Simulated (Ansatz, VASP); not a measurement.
## One calculation of LiF, two programs

INCAR

```
SYSTEM = LiF
PREC = Accurate ; ENCUT = 520
EDIFF = 1E-6 ; ISMEAR = 0
SIGMA = 0.1 ; LREAL = .FALSE.
LASPH = .TRUE. ; NELM = 100
ALGO = Normal ; ISIF = 2
LWAVE = .FALSE. ; LCHARG = .TRUE.
GGA = PE ; LELF = .TRUE.
LVHAR = .TRUE. ; NBANDS = 42
```

KPOINTS

```
Automatic mesh
0
G
  4 4 4
  0 0 0
```

POSCAR

```
LiF
1.0
    0.0000000000      0.0000000000     -4.8460593427
    0.0000000000      4.8649137800      2.4230296714
    5.5928834193      0.0000000000      0.0000000000
Li F
6 6
Direct
    0.2111211961      0.8127822587      0.3390960989
    0.3983389374      0.1872177413      0.6609039011
    0.8983389374      0.1872177413      0.3390960989
    0.7111211961      0.8127822587      0.6609039011
    0.0550348517      0.5000000000      0.8426206746
    0.5550348517      0.5000000000      0.1573793254
    0.1009130769      0.8117462803      0.6739159821
    0.2891667966      0.1882537197      0.3260840179
    0.7891667966      0.1882537197      0.6739159821
    0.6009130769      0.8117462803      0.3260840179
    0.9454251413      0.5000000000      0.1670115080
    0.4454251413      0.5000000000      0.8329884920
```

Input for Ansatz:

```yaml
crystal:
  lattice:
    - [0.0, 0.0, -4.8460593427]
    - [0.0, 4.86491378, 2.4230296714]
    - [5.5928834193, 0.0, 0.0]
  atoms:
    - { symbol: Li, position: [0.2111211961, 0.8127822587, 0.3390960989] }
    - { symbol: Li, position: [0.3983389374, 0.1872177413, 0.6609039011] }
    - { symbol: Li, position: [0.8983389374, 0.1872177413, 0.3390960989] }
    - { symbol: Li, position: [0.7111211961, 0.8127822587, 0.6609039011] }
    - { symbol: Li, position: [0.0550348517, 0.5, 0.8426206746] }
    - { symbol: Li, position: [0.5550348517, 0.5, 0.1573793254] }
    - { symbol: F, position: [0.1009130769, 0.8117462803, 0.6739159821] }
    - { symbol: F, position: [0.2891667966, 0.1882537197, 0.3260840179] }
    - { symbol: F, position: [0.7891667966, 0.1882537197, 0.6739159821] }
    - { symbol: F, position: [0.6009130769, 0.8117462803, 0.3260840179] }
    - { symbol: F, position: [0.9454251413, 0.5, 0.167011508] }
    - { symbol: F, position: [0.4454251413, 0.5, 0.832988492] }
basis:
  ecutwfc: 420
kpoints:
  mp_grid: { grid: [4, 4, 4] }
hamiltonian:
  xc: pbe
scf:
  occupations: { method: gaussian, width: 0.1 }
  lower_state_search: "off"
output:
  forces: true
  stress: true
  eigenvalues: true
```

Alike in both runs: task single point; functional PBE; k mesh 4 × 4 × 4; occupations gaussian, width 0.1 eV; no spin polarisation.

```csv
,VASP,Ansatz
version,VASP 6.6.1,Ansatz 0.2.0
potentials or method,"VASP PAW PBE potentials, release 64 (Li_sv, F), cutoff 520 eV","scalar-relativistic, plane waves, PAW"
valence electrons in the cell,60,60
```

Ansatz gave:

- gap on the k mesh at the Fermi level (eV): 7.24
- least direct gap on the mesh (eV): 7.24

Estimate VASP's values.

gap on the k mesh at the Fermi level (eV): 7.23; least direct gap on the mesh (eV): 7.23.

With one functional, cell and mesh, what is left measures potentials, basis and numerics.

Noted on VASP's run: the cutoff is short for stress, so the pressure is rough.
